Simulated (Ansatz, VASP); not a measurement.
# Two plane-wave programs on As

```
As
1.0
     3.07704    0.00000    0.00000
    -1.53852    2.66479    0.00000
     0.00000    0.00000    4.69583
As
2
Direct
  0.33333 0.66667 0.25000
  0.66667 0.33333 0.75000
```

Alike in both runs: functional PBE; k mesh 12 × 12 × 7; occupations fermi-dirac, width 0.1 eV; no spin polarisation.

Ansatz relaxed the structure, and its values are those at the end. VASP's run is a single point on that final structure, the one shown.

|  | VASP | Ansatz |
| --- | --- | --- |
| version | VASP 6.6.1 | Ansatz 0.2.0 |
| potentials or method | VASP PAW PBE potentials, release 64 (As), cutoff 520 eV | plane waves (420 eV) with PAW, scalar-relativistic |
| valence electrons in the cell | 10 | 30 |

|  | VASP | Ansatz | Ansatz less VASP |
| --- | --- | --- | --- |
| pressure (GPa) | 0.1 | 0.0 | -0.05 |

With one functional, cell and mesh, what is left measures potentials, basis and numerics. VASP's potentials hold 10 valence electrons a cell and Ansatz's 30, so a difference there can come from the potentials and not from the codes.
